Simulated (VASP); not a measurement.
Write the native input for VASP 6.6.1 that does the following.

* Task: single point
* Functional: r2SCAN
* Potentials or basis: VASP PAW PBE potentials, release 64 (Cd, F)
* Cutoff: 520 eV
* k mesh: 6 × 6 × 6
* Occupations: fermi-dirac, width 0.0521 eV
* Spin: no spin polarisation
* Dipole correction: no
* Further INCAR settings: ALGO = Normal; EDIFF = 1e-06; NBANDS = 20

The system is CdF2.

```
Cd F
1.0
     0.00000    2.69444    2.69444
     2.69444    0.00000    2.69444
     2.69444    2.69444    0.00000
Cd F
1 2
Direct
  0.00000 0.00000 0.00000
  0.25000 0.25000 0.25000
  0.75000 0.75000 0.75000
```

One way to write it, as run:

POSCAR

```
CdF2
1.0
    0.0000000000      2.6944356352      2.6944356352
    2.6944356352      0.0000000000      2.6944356352
    2.6944356352      2.6944356352      0.0000000000
Cd F
1 2
Direct
    0.0000000000      0.0000000000      0.0000000000
    0.2500000000      0.2500000000      0.2500000000
    0.7500000000      0.7500000000      0.7500000000
```

INCAR.step1

```
SYSTEM = CdF2
  PREC = Accurate
  ENCUT = 520
  ISMEAR = -1
  SIGMA = 0.0521
  LREAL = .False.
  LASPH = .True.
  NELM = 100
  NBANDS = 20
  GGA = PE
  ALGO = Normal
  EDIFF = 1E-4
  LWAVE = .True.
  LCHARG = .False.
```

INCAR.step2

```
SYSTEM = CdF2
  PREC = Accurate
  ENCUT = 520
  EDIFF = 1E-6
  ISMEAR = -1
  SIGMA = 0.0521
  LREAL = .False.
  LASPH = .True.
  NELM = 100
  ALGO = Normal
  ISIF = 2
  LWAVE = .False.
  LCHARG = .True.
  METAGGA = R2SCAN
  LMIXTAU = .True.
  LELF = .True.
  LVHAR = .True.
  NBANDS = 20
  ISTART = 1
```

KPOINTS

```
regular mesh
0
Gamma
  6 6 6
  0 0 0
```

Potentials or basis: VASP PAW PBE potentials, release 64 (Cd, F).

Launch:

```console
$ cat potpaw_PBE.64/Cd/POTCAR potpaw_PBE.64/F/POTCAR > POTCAR
$ cp INCAR.step1 INCAR
$ mpirun -np 1 vasp_std > vasp.out
$ cp INCAR.step2 INCAR
$ mpirun -np 1 vasp_std > vasp.out
```

It gave:

| Quantity | Value |
| --- | --- |
| Pressure | 1.0 GPa |
| Band gap on the k mesh | 3.77 eV (least direct gap 4.25 eV) |

Caveat: the PAW data sets were made with another functional, which shifts forces and pressure a little.

Run time: 86 s on 1 thread of Intel Xeon 8259CL, with other jobs on the host, peak memory 0.17 GiB.
